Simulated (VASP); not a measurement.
# In5AgSe8 (P-42m) in VASP: single point with PBEsol

Aim: the single point of In5AgSe8 with PBEsol.

Everything below comes from runs of VASP 6.6.1. Logs are shortened: lines on timing, memory, paths and dates and some standing lists are left out, and cuts for length are marked.

## Step 1: The cell of the first run

Symmetry: P-42m, No. 111, tetragonal system. The conventional cell has a = 5.778 Å, b = 5.778 Å, c = 11.661 Å, α = 90.00°, β = 90.00°, γ = 90.00°. Within 3.4 Å of In (site symmetry 2) lie 4 Se at 2.57 to 2.66 Å. Within 3.4 Å of In (site symmetry -42m) lie 4 Se at 2.62 Å. Within 3.5 Å of Ag (site symmetry -42m) lie 4 Se at 2.62 Å. Within 3.4 Å of Se (site symmetry m) lie 3 In at 2.62 to 2.66 Å. Within 3.4 Å of Se (site symmetry m) lie 2 In at 2.57 Å and 1 Ag at 2.62 Å.

## Step 2: Single point, PBEsol

Input file INCAR:

```
  PREC = Accurate
  ENCUT = 520
  EDIFF = 1E-7
  ISMEAR = -1
  SIGMA = 0.1
  LREAL = False
  LASPH = True
  NELM = 80
  ALGO = Normal
  ISIF = 2
  LWAVE = False
  LCHARG = False
  GGA = PS
  NBANDS = 75
```

Input file KPOINTS:

```
regular mesh
0
Gamma
  6 6 3
```

Input file POSCAR:

```
In5AgSe8
1.0
    5.7784939877      0.0000000000      0.0000000000
    0.0000000000      5.7784939877      0.0000000000
    0.0000000000      0.0000000000     11.6608244710
In Ag Se
5 1 8
Direct
    0.0000000000      0.5000000000      0.2556406947
    0.5000000000      0.0000000000      0.7443593053
    0.0000000000      0.5000000000      0.7443593053
    0.5000000000      0.0000000000      0.2556406947
    0.5000000000      0.5000000000      0.0000000000
    0.0000000000      0.0000000000      0.5000000000
    0.2218174701      0.2218174701      0.1108442597
    0.2218174701      0.7781825299      0.8891557403
    0.7781825299      0.7781825299      0.1108442597
    0.7781825299      0.2218174701      0.8891557403
    0.7232327611      0.7232327611      0.6126518443
    0.7232327611      0.2767672389      0.3873481557
    0.2767672389      0.2767672389      0.6126518443
    0.2767672389      0.7232327611      0.3873481557
```

Potentials or basis: VASP PAW PBE potentials, release 64 (In_d, Ag, Se).

Launch:

```console
cat potpaw_PBE.64/In_d/POTCAR potpaw_PBE.64/Ag/POTCAR potpaw_PBE.64/Se/POTCAR > POTCAR
mpirun -np 1 vasp_std > vasp.out
```

OUTCAR:

```text
PREC = Accurate
   ENCUT = 520
   EDIFF = 1E-7
   ISMEAR = -1
   LREAL = False
   LASPH = True
   NELM = 80
   ISIF = 2
   GGA = PS

 ion  position               nearest neighbor table
   1  0.000  0.500  0.256-  12 2.57  14 2.57   7 2.66   9 2.66
   2  0.500  0.000  0.744-  11 2.57  13 2.57   8 2.66  10 2.66
   3  0.000  0.500  0.744-  11 2.57  13 2.57   8 2.66  10 2.66
   4  0.500  0.000  0.256-  12 2.57  14 2.57   7 2.66   9 2.66
   5  0.500  0.500  0.000-   7 2.62   8 2.62   9 2.62  10 2.62
   6  0.000  0.000  0.500-  11 2.62  12 2.62  13 2.62  14 2.62
   7  0.222  0.222  0.111-   5 2.62   4 2.66   1 2.66
   8  0.222  0.778  0.889-   5 2.62   3 2.66   2 2.66
   9  0.778  0.778  0.111-   5 2.62   4 2.66   1 2.66
  10  0.778  0.222  0.889-   5 2.62   3 2.66   2 2.66
  11  0.723  0.723  0.613-   2 2.57   3 2.57   6 2.62
  12  0.723  0.277  0.387-   1 2.57   4 2.57   6 2.62
  13  0.277  0.277  0.613-   2 2.57   3 2.57   6 2.62
  14  0.277  0.723  0.387-   1 2.57   4 2.57   6 2.62

  LATTYP: Found a simple tetragonal cell.
 ALAT       =     5.7784939877
 C/A-ratio  =     2.0179694737

  Lattice vectors:

 A1 = (   5.7784939877,   0.0000000000,   0.0000000000)
 A2 = (   0.0000000000,   5.7784939877,   0.0000000000)
 A3 = (   0.0000000000,   0.0000000000,  11.6608244710)

Analysis of symmetry for initial positions (statically):
=====================================================================
 Subroutine PRICEL returns:
 Original cell was already a primitive cell.

 Routine SETGRP: Setting up the symmetry group for a
 simple tetragonal supercell.

 Subroutine GETGRP returns: Found  8 space group operations
 (whereof  8 operations were pure point group operations)
 out of a pool of 16 trial point group operations.

The static configuration has the point symmetry D_2d.

Analysis of symmetry for dynamics (positions and initial velocities):
=====================================================================
 Subroutine PRICEL returns:
 Original cell was already a primitive cell.

 Routine SETGRP: Setting up the symmetry group for a
 simple tetragonal supercell.

 Subroutine GETGRP returns: Found  8 space group operations
 (whereof  8 operations were pure point group operations)
 out of a pool of 16 trial point group operations.

[... 130 lines left out ...]
   NELECT =     124.0000    total number of electrons
   NUPDOWN=      -1.0000    fix difference up-down
   EMIN   =  10.00;   EMAX   =-10.00  energy-range for DOS
   EFERMI =   0.00;   METHOD = LEGACY
   ISMEAR =    -1;   SIGMA  =   0.10  broadening in eV -4-tet -1-fermi 0-gaus
   EFERMI_NEDOS =   21; number of points for ismear=-14 and -15
   IALGO  =     38    algorithm
   IMIX   =      4    mixing-type and parameters
     AMIX     =   0.40;   BMIX     =  1.00
     AMIX_MAG =   1.60;   BMIX_MAG =  1.00
  volume/ion in A,a.u.               =      27.81       187.68
  Fermi-wavevector in a.u.,A,eV,Ry     =   1.117968  2.112652 17.005261  1.249851
  Thomas-Fermi vector in A             =   2.254595
   LORBIT       =      0    0 simple, 1 ext, 2 COOP (PROOUT), +10 PAW based schemes
   GGA     = PS    functional components
   LHFCALC =     F    Hartree Fock is set to
   AEXX    =    0.0000 exact exchange contribution
   IVDW    =     0    specifies the selected vdW correction
   LEPSILON=     F    determine dielectric tensor
   LRPA    =     F    only Hartree local field effects (RPA)
 non-spin polarized calculation
  energy-cutoff  :      520.00
  volume of cell :      389.37
 maximum number of plane-waves:     10506
 NGX is ok and might be reduce to    48
   NGX = 21   NGY = 21   NGZ = 43

 number of electron     123.9999979 magnetization

 Free energy of the ion-electron system (eV)
  ---------------------------------------------------
  ext. energy  EPLUGINS =         0.00000000
  ---------------------------------------------------
  free energy    TOTEN  =       -55.47926952 eV

  energy without entropy =      -55.46906735  energy(sigma->0) =      -55.47416843

 E-fermi :   4.0385     XC(G=0):  -9.2521

 val. band max:        3.8871592035   @ k =   0.0000   0.0000   0.0000
 cond. band min:       4.5371539909   @ k =   0.0000   0.0000   0.3333
 fundamental gap:      0.6499947874
 Fermi energy:         4.0384760159

 k-point     1 :       0.0000    0.0000    0.0000
  band No.  band energies     occupation
      1     -11.3097      2.00000
      2     -11.2787      2.00000
      3     -11.2787      2.00000
      4     -11.0724      2.00000
      5     -11.0350      2.00000
      6     -11.0350      2.00000
[... 1529 lines left out ...]
     73       8.3618      0.00000
     74       8.5723      0.00000
 [bands above 74 left out]

------------------------ aborting loop because EDIFF is reached ----------------------------------------

  FORCE on cell =-STRESS in cart. coord.  units (eV):
  Direction    XX          YY          ZZ          XY          YZ          ZX
  --------------------------------------------------------------------------------------
  -------------------------------------------------------------------------------------
  Total        0.1351691      0.1351691      0.2213112      0.0000000     -0.0000000      0.0000000
  in kB        0.5561981      0.5561981      0.9106581      0.0000000     -0.0000000      0.0000000
  external PRESSURE =       0.6743514 kB  Pullay stress =       0.0000000 kB

 VOLUME and BASIS-vectors are now :
 -----------------------------------------------------------------------------
  energy-cutoff  :      520.00
  volume of cell :      389.37
      direct lattice vectors                 reciprocal lattice vectors
     5.778493988  0.000000000  0.000000000     0.173055471  0.000000000  0.000000000
     0.000000000  5.778493988  0.000000000     0.000000000  0.173055471  0.000000000
     0.000000000  0.000000000 11.660824471     0.000000000  0.000000000  0.085757229

 POSITION                                       TOTAL-FORCE (eV/Angst)
 -----------------------------------------------------------------------------------
      0.00000      2.88925      2.98098         0.000000      0.000000      0.004417
      2.88925      0.00000      8.67984         0.000000      0.000000     -0.004417
      0.00000      2.88925      8.67984         0.000000      0.000000     -0.004417
      2.88925      0.00000      2.98098         0.000000      0.000000      0.004417
      2.88925      2.88925      0.00000         0.000000      0.000000      0.000000
      0.00000      0.00000      5.83041         0.000000      0.000000      0.000000
      1.28177      1.28177      1.29254        -0.007248     -0.007248     -0.007601
      1.28177      4.49672     10.36829        -0.007248      0.007248      0.007601
      4.49672      4.49672      1.29254         0.007248      0.007248     -0.007601
      4.49672      1.28177     10.36829         0.007248     -0.007248      0.007601
      4.17920      4.17920      7.14403        -0.001424     -0.001424     -0.009416
      4.17920      1.59930      4.51680        -0.001424      0.001424      0.009416
      1.59930      1.59930      7.14403         0.001424      0.001424     -0.009416
      1.59930      4.17920      4.51680         0.001424     -0.001424      0.009416
 -----------------------------------------------------------------------------------
    total drift:                               -0.000000     -0.000000     -0.000000

  FREE ENERGIE OF THE ION-ELECTRON SYSTEM (eV)
  ---------------------------------------------------
  free  energy   TOTEN  =       -55.4792695188 eV

  energy  without entropy=      -55.4690673487  energy(sigma->0) =      -55.47416843
```

stdout:

```text
POSCAR found type information on POSCAR InAgSe
 POSCAR found :  3 types and      14 ions
 scaLAPACK will be used
 -----------------------------------------------------------------------------
|                                                                             |
|                                                                             |
|     You enforced a specific xc type in the INCAR file but a different       |
|     I HOPE YOU KNOW WHAT YOU ARE DOING!                                     |
|                                                                             |
 -----------------------------------------------------------------------------

 LDA part: xc-table for (Slater+PW92), standard interpolation
 POSCAR, INCAR and KPOINTS ok, starting setup
 FFT: planning ... GRIDC
 FFT: planning ... GRID_SOFT
 FFT: planning ... GRID
 WAVECAR not read
 entering main loop
```

It took 7.2 min on 1 thread of Intel Xeon 6975P-C (Granite Rapids), shared host; peak memory 0.77 GiB.

Results:

- Free energy: -55.4793 eV
- Pressure: 0.1 GPa
- Largest force: 0.013 eV/Å
- Band gap on the k mesh: 0.23 eV (least direct gap 0.27 eV)

Forces in eV/Å, atoms in the order of the input:
```
In   0.000  0.000  0.004
In   0.000  0.000 -0.004
In   0.000  0.000 -0.004
In   0.000  0.000  0.004
In   0.000  0.000  0.000
Ag   0.000  0.000  0.000
Se  -0.007 -0.007 -0.008
Se  -0.007  0.007  0.008
Se   0.007  0.007 -0.008
Se   0.007 -0.007  0.008
Se  -0.001 -0.001 -0.009
Se  -0.001  0.001  0.009
Se   0.001  0.001 -0.009
Se   0.001 -0.001  0.009
```

Caveat: the smearing spreads over this small gap; semilocal functionals underestimate gaps, and a narrow one can read as zero; the PAW data sets were made with another functional, which shifts forces and pressure a little; spin-orbit coupling is left out, which moves the levels of the heavy elements. A k mesh can miss the band edges.

The gap in the log of VASP goes by the Fermi energy; the results here count the filled bands.